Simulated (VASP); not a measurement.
A run of VASP 6.6.1 is set up as follows.

INCAR

```
SYSTEM = Ta2AlC2N
PREC     = Accurate       ! precision mode
ENCUT    = 520            ! plane-wave cutoff, eV
EDIFF    = 1E-7           ! SCF threshold, eV
ISMEAR   = 0              ! smearing method
SIGMA    = 0.1            ! smearing width, eV
LREAL    = .False.        ! projectors in reciprocal space
LASPH    = .True.         ! aspherical terms in the spheres
NELM     = 80             ! most SCF steps
ALGO     = Normal         ! electronic algorithm
ISIF     = 2              ! what is computed and relaxed
LWAVE    = .False.        ! write WAVECAR
LCHARG   = .False.        ! write CHGCAR
GGA      = PE             ! functional
NBANDS   = 28             ! bands
```

File KPOINTS:

```
regular mesh
0
Gamma
  4 4 4
  0 0 0
```

File POSCAR:

```
Ta2AlC2N
1.0
    3.5809846766      0.0000000000      0.0000000000
    0.0000000000      3.5809846766      0.0000000000
    0.0000000000      0.0000000000      5.7781467657
Ta Al C N
2 1 2 1
Direct
    0.5000000000      0.5000000000      0.2356198692
    0.5000000000      0.5000000000      0.7643801308
    0.0000000000      0.0000000000      0.5000000000
    0.0000000000      0.5000000000      0.0000000000
    0.5000000000      0.0000000000      0.0000000000
    0.0000000000      0.0000000000      0.0000000000
```

Potentials or basis: VASP PAW PBE potentials, release 64 (Ta_pv, Al, C, N).

Command:

```bash
$ cat potpaw_PBE.64/Ta_pv/POTCAR potpaw_PBE.64/Al/POTCAR potpaw_PBE.64/C/POTCAR potpaw_PBE.64/N/POTCAR > POTCAR
$ mpirun -np 1 vasp_std > vasp.out
```

**Question.** Predict the pressure.

**Answer.** 0.3 GPa.

**Question.** Estimate the band gap on the k mesh.

**Answer.** Zero (band 19 reaches 7.95 eV, above the bottom of band 20 at 6.93 eV).

**Question.** What does it give for the largest force?

**Answer.** 0.028 eV/Å.

Forces on the atoms (eV/Å):
```
Ta   0.000  0.000  0.028
Ta   0.000  0.000 -0.028
Al   0.000  0.000  0.000
C    0.000  0.000  0.000
C    0.000  0.000  0.000
N    0.000  0.000  0.000
```

Caveat: the k points lie up to 0.44 Å⁻¹ apart; spin-orbit coupling is left out, which moves the levels of the heavy elements.
